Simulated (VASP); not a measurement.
# As (Fd-3m) in VASP: a series of runs, part 2 of 2

VASP 6.6.1.

**3. Single point, BLYP (volume scaled by 0.96)**

File INCAR:

```
PREC     = Accurate       # precision mode
ENCUT    = 520            # plane-wave cutoff, eV
EDIFF    = 1E-7           # SCF threshold, eV
ISMEAR   = -1             # smearing method
SIGMA    = 0.1            # smearing width, eV
LREAL    = False          # projectors in reciprocal space
LASPH    = True           # aspherical terms in the spheres
NELM     = 80             # most SCF steps
ALGO     = Normal         # electronic algorithm
ISIF     = 2              # what is computed and relaxed
LWAVE    = False          # write WAVECAR
LCHARG   = False          # write CHGCAR
GGA      = B5             # functional
ALDAX    = 1.0          
AGGAX    = 1.0          
AGGAC    = 1.0          
ALDAC    = 0.0          
NBANDS   = 12             # bands
```

File KPOINTS:

```
Automatic mesh
0
Gamma
  10 10 10
```

File POSCAR:

```
As
1.0
    0.0000000000      3.0897114025      3.0897114025
    3.0897114025      0.0000000000      3.0897114025
    3.0897114025      3.0897114025      0.0000000000
As
2
Direct
    0.1250000000      0.1250000000      0.1250000000
    0.8750000000      0.8750000000      0.8750000000
```

Potentials or basis: VASP PAW PBE potentials, release 64 (As).

Started as:

```sh
$ cat potpaw_PBE.64/As/POTCAR > POTCAR
$ mpirun -np 1 vasp_std > vasp.out
```

OUTCAR:

```text
PREC = Accurate
   ENCUT = 520
   EDIFF = 1E-7
   ISMEAR = -1
   LREAL = False
   LASPH = True
   NELM = 80
   ISIF = 2
   GGA = B5

 ion  position               nearest neighbor table
   1  0.125  0.125  0.125-   2 2.68   2 2.68   2 2.68   2 2.68
   2  0.875  0.875  0.875-   1 2.68   1 2.68   1 2.68   1 2.68

  LATTYP: Found a face centered cubic cell.
 ALAT       =     6.1794228050

  Lattice vectors:

 A1 = (   0.0000000000,   3.0897114025,   3.0897114025)
 A2 = (   3.0897114025,   0.0000000000,   3.0897114025)
 A3 = (   3.0897114025,   3.0897114025,   0.0000000000)
[... 539 lines left out ...]
      8       6.7281      0.00000
      9       9.1621      0.00000
     10      11.5095      0.00000
     11      12.8086      0.00000
     12      14.3508      0.00000

 [... further k-points ...]
[... 5 lines left out ...]
  --------------------------------------------------------------------------------------
  -------------------------------------------------------------------------------------
  Total        0.6925142      0.6925142      0.6925142      0.0000000      0.0000000      0.0000000
  in kB       18.8085600     18.8085600     18.8085600      0.0000000      0.0000000      0.0000000
  external PRESSURE =      18.8085600 kB  Pullay stress =       0.0000000 kB

 VOLUME and BASIS-vectors are now :
 -----------------------------------------------------------------------------
  energy-cutoff  :      520.00
  volume of cell :       58.99
      direct lattice vectors                 reciprocal lattice vectors
     0.000000000  3.089711402  3.089711402    -0.161827412  0.161827412  0.161827412
     3.089711402  0.000000000  3.089711402     0.161827412 -0.161827412  0.161827412
     3.089711402  3.089711402  0.000000000     0.161827412  0.161827412 -0.161827412

 POSITION                                       TOTAL-FORCE (eV/Angst)
 -----------------------------------------------------------------------------------
      0.77243      0.77243      0.77243        -0.000000      0.000000      0.000000
      5.40699      5.40699      5.40699         0.000000     -0.000000     -0.000000
 -----------------------------------------------------------------------------------
    total drift:                                0.000000      0.000000     -0.000000

  FREE ENERGIE OF THE ION-ELECTRON SYSTEM (eV)
  ---------------------------------------------------
  free  energy   TOTEN  =        -7.5844057026 eV

  energy  without entropy=       -7.5470115333  energy(sigma->0) =       -7.56570862
```

OSZICAR:

```text
N       E                     dE             d eps       ncg     rms          rms(c)
DAV:   1     0.271590659529E+02    0.27159E+02   -0.37895E+03  1128   0.658E+02
DAV:   2    -0.587073488881E+01   -0.33030E+02   -0.31417E+02  1464   0.984E+01
DAV:   3    -0.761780303123E+01   -0.17471E+01   -0.17342E+01  1440   0.233E+01
DAV:   4    -0.763060208082E+01   -0.12799E-01   -0.12797E-01  1236   0.238E+00
DAV:   5    -0.763067354275E+01   -0.71462E-04   -0.71461E-04  1404   0.188E-01    0.297E+00
DAV:   6    -0.759779060757E+01    0.32883E-01   -0.19226E-02  1244   0.682E-01    0.179E+00
DAV:   7    -0.758428659859E+01    0.13504E-01   -0.36465E-02  1256   0.944E-01    0.110E-01
DAV:   8    -0.758439239163E+01   -0.10579E-03   -0.14617E-03  1208   0.207E-01    0.169E-02
DAV:   9    -0.758439832316E+01   -0.59315E-05   -0.24580E-05  1404   0.338E-02    0.178E-02
DAV:  10    -0.758440577718E+01   -0.74540E-05   -0.83048E-06  1196   0.182E-02    0.248E-03
DAV:  11    -0.758440566929E+01    0.10789E-06   -0.39319E-07  1372   0.370E-03    0.898E-04
DAV:  12    -0.758440570257E+01   -0.33282E-07   -0.52702E-08   968   0.151E-03
   1 F= -.75844057E+01 E0= -.75657086E+01  d E =-.373942E-01
```

It took 32 s on 1 thread of Intel Xeon 6975P-C (Granite Rapids), shared host; peak memory 0.18 GiB.

What came out:

```
Free energy            : -7.5844 eV
Pressure               : 1.9 GPa
Band gap on the k mesh : zero (band 5 reaches 3.78 eV, above the bottom of band 6 at 2.53 eV)
```

Caveat: the cell differs from its parent crystal (volume scaled by 0.96); the PAW data sets were made with another functional, which shifts forces and pressure a little.

**4. Single point, BLYP (volume scaled by 1.04)**

File INCAR:

```
SYSTEM = As
AGGAC = 1.0 ; AGGAX = 1.0
ALDAC = 0.0 ; ALDAX = 1.0
ALGO = Normal ; EDIFF = 1E-6
ENCUT = 520 ; GGA = B5
ISIF = 2 ; ISMEAR = -1
LASPH = .TRUE. ; LCHARG = .FALSE.
LREAL = .FALSE. ; LWAVE = .FALSE.
NBANDS = 12 ; NELM = 60
PREC = Accurate ; SIGMA = 0.1
```

File KPOINTS:

```
k-points
0
G
  10 10 10
  0 0 0
```

File POSCAR:

```
As
1.0
    0.0000000000      3.1732572749      3.1732572749
    3.1732572749      0.0000000000      3.1732572749
    3.1732572749      3.1732572749      0.0000000000
As
2
Direct
    0.1250000000      0.1250000000      0.1250000000
    0.8750000000      0.8750000000      0.8750000000
```

Started as:

```sh
$ cat potpaw_PBE.64/As/POTCAR > POTCAR
$ mpirun -np 1 vasp_std > vasp.out
```

It took 41 s on 1 thread of Intel Xeon 6975P-C (Granite Rapids), shared host; peak memory 0.2 GiB.

Results (log left out):

```
Free energy            : -7.5885 eV
Pressure               : -1.4 GPa
Band gap on the k mesh : zero (band 5 reaches 3.02 eV, above the bottom of band 6 at 1.97 eV)
```

Levels at points of the mesh, in eV from the Fermi level:
| k point | band 3 | band 4 | band 5 | band 6 | band 7 | band 8 |
| --- | --- | --- | --- | --- | --- | --- |
| (0.00, 0.00, 0.00) | -1.80 | -1.80 | -1.80 | 0.73 | 0.73 | 0.73 |
| (0.50, 0.00, 0.00) | -2.61 | -2.61 | -2.51 | 1.86 | 1.86 | 4.03 |
| (0.50, 0.50, 0.00) | -3.51 | -3.51 | -0.43 | -0.43 | 4.34 | 4.34 |

Caveat: the cell differs from its parent crystal (volume scaled by 1.04); the PAW data sets were made with another functional, which shifts forces and pressure a little.

**5. Single point, BLYP (volume scaled by 1.12)**

File INCAR:

```
PREC = Accurate
ENCUT = 520
EDIFF = 1E-6
ISMEAR = -1
SIGMA = 0.1
LREAL = False
LASPH = True
NELM = 80
ALGO = Normal
ISIF = 2
LWAVE = False
LCHARG = False
GGA = B5
ALDAX = 1.0
AGGAX = 1.0
AGGAC = 1.0
ALDAC = 0.0
NBANDS = 12
```

File KPOINTS:

```
regular mesh
0
Gamma
  10 10 10
```

File POSCAR:

```
As
1.0
    0.0000000000      3.2526213785      3.2526213785
    3.2526213785      0.0000000000      3.2526213785
    3.2526213785      3.2526213785      0.0000000000
As
2
Direct
    0.1250000000      0.1250000000      0.1250000000
    0.8750000000      0.8750000000      0.8750000000
```

Started as:

```sh
$ cat potpaw_PBE.64/As/POTCAR > POTCAR
$ mpirun -np 1 vasp_std > vasp.out
```

Wall time 40 s (1 thread of Intel Xeon 6975P-C (Granite Rapids), shared host); peak memory 0.21 GiB.

It converged, with:

```
Free energy            : -7.5094 eV
Pressure               : -3.6 GPa
Band gap on the k mesh : zero (band 5 reaches 2.36 eV, above the bottom of band 6 at 1.47 eV)
```

Levels at points of the mesh, in eV from the Fermi level:
```tsv
k point	band 1	band 2	band 3	band 4	band 5	band 6	band 7	band 8	band 9	band 10
(0.00, 0.00, 0.00)	-12.49	-7.01	-1.65	-1.65	-1.65	0.76	0.76	0.76	4.94	7.97
(0.50, 0.00, 0.00)	-11.46	-9.16	-2.40	-2.39	-2.39	1.82	1.82	3.62	7.12	7.49
(0.50, 0.50, 0.00)	-10.39	-10.39	-3.22	-3.22	-0.37	-0.37	3.99	3.99	6.96	6.96
```

Caveat: the cell differs from its parent crystal (volume scaled by 1.12); the PAW data sets were made with another functional, which shifts forces and pressure a little.

**6. Relaxation of cell and atoms, BLYP**

This run uses another cell than the first one, of 24.71 Å³/atom, 0.874 times its volume.

File INCAR:

```
  AGGAC = 1.0
  AGGAX = 1.0
  ALDAC = 0.0
  ALDAX = 1.0
  ALGO = Normal
  EDIFF = 1E-6
  EDIFFG = -0.01
  ENCUT = 600
  GGA = B5
  IBRION = 2
  ISIF = 3
  ISMEAR = -1
  LASPH = True
  LCHARG = False
  LREAL = False
  LWAVE = False
  NELM = 80
  NSW = 80
  PREC = Accurate
  SIGMA = 0.1
```

File KPOINTS:

```
k-points
0
Gamma
  9 9 9
```

File POSCAR:

```
As
1.0
    0.0000000000      2.9125201240      2.9125201240
    2.9125201240      0.0000000000      2.9125201240
    2.9125201240      2.9125201240      0.0000000000
As
2
Direct
    0.1250000000      0.1250000000      0.1250000000
    0.8750000000      0.8750000000      0.8750000000
```

Potentials or basis: VASP PAW PBE potentials, release 64 (As).

Started as:

```sh
$ cat potpaw_PBE.64/As/POTCAR > POTCAR
$ mpirun -np 1 vasp_std > vasp.out
```

It took 1.9 min on 1 thread of Intel Xeon 6975P-C (Granite Rapids), shared host; peak memory 0.21 GiB.

The run converged. Its results:

```yaml
Free_energy: -7.5939 eV
Relaxed_volume: 30.87 Å³/atom
Relaxed_cell: a = 4.436 Å, b = 4.436 Å, c = 4.436 Å, α = 60.00°, β = 60.00°, γ = 60.00°
Space_group_after_relaxing_to_0.05_Å: Fd-3m (No. 227)
Energy_gained_by_relaxing: 221.5 meV/atom
Ionic_steps: 5
Pressure_after_relaxing: 0.0 GPa
Band_gap_on_the_k_mesh: zero (band 5 reaches 3.11 eV, above the bottom of band 6 at 2.29 eV)
```

Step by step:
```csv
step,energy change (eV),largest force (eV/Å),pressure (GPa),volume (Å³)
1,0.0000,0.0000,13.66,49.41
2,-0.4086,0.0000,-2.41,66.06
3,-0.4429,0.0000,0.09,61.61
4,-0.4429,0.0000,-0.08,61.87
5,-0.4430,0.0000,0.00,61.74
```

Final structure:
```cif
data_structure
_symmetry_space_group_name_H-M 'P 1'
_symmetry_Int_Tables_number 1
_cell_length_a 4.4363
_cell_length_b 4.4363
_cell_length_c 4.4363
_cell_angle_alpha 60.000
_cell_angle_beta 60.000
_cell_angle_gamma 60.000
_cell_volume 61.74
loop_
_atom_site_label
_atom_site_type_symbol
_atom_site_fract_x
_atom_site_fract_y
_atom_site_fract_z
_atom_site_occupancy
As1 As 0.12500 0.12500 0.12500 1
As2 As 0.87500 0.87500 0.87500 1
```

Levels at points of the mesh, in eV from the Fermi level:
```csv
k point,band 3,band 4,band 5,band 6,band 7,band 8
"(0.00, 0.00, 0.00)",-1.88,-1.88,-1.88,0.71,0.71,0.71
```

Caveat: the volume moved by over 15 % at a fixed basis, so the end points are rough; the PAW data sets were made with another functional, which shifts forces and pressure a little.

**7. Summary**

| task | cell | k mesh | cutoff (eV) | gap on the mesh (eV) | pressure (GPa) |
| --- | --- | --- | --- | --- | --- |
| single point | a = 4.308 Å, angles 60.0°, 2 atoms | 10 × 10 × 10 | 520 | none | 4.1 |
| single point | a = 4.370 Å, angles 60.0°, 2 atoms | 10 × 10 × 10 | 520 | none | 1.9 |
| single point | a = 4.488 Å, angles 60.0°, 2 atoms | 10 × 10 × 10 | 520 | none | -1.4 |
| single point | a = 4.600 Å, angles 60.0°, 2 atoms | 10 × 10 × 10 | 520 | none | -3.6 |
| relaxation of cell and atoms | relaxed from a = 4.119 Å, angles 60.0°, 2 atoms | 9 × 9 × 9 | 600 | none | 0.0 |

Alike in all rows: level BLYP; potentials or basis VASP PAW PBE potentials, release 64 (As); no spin polarisation; smearing fermi-dirac 0.1 eV.

Caveats: the PAW data sets were made with another functional, which shifts forces and pressure a little; the volume moved by over 15 % at a fixed basis, so the end points are rough (some runs).

Total energies depend on the potentials used, so only differences within one code and one set of settings carry meaning.
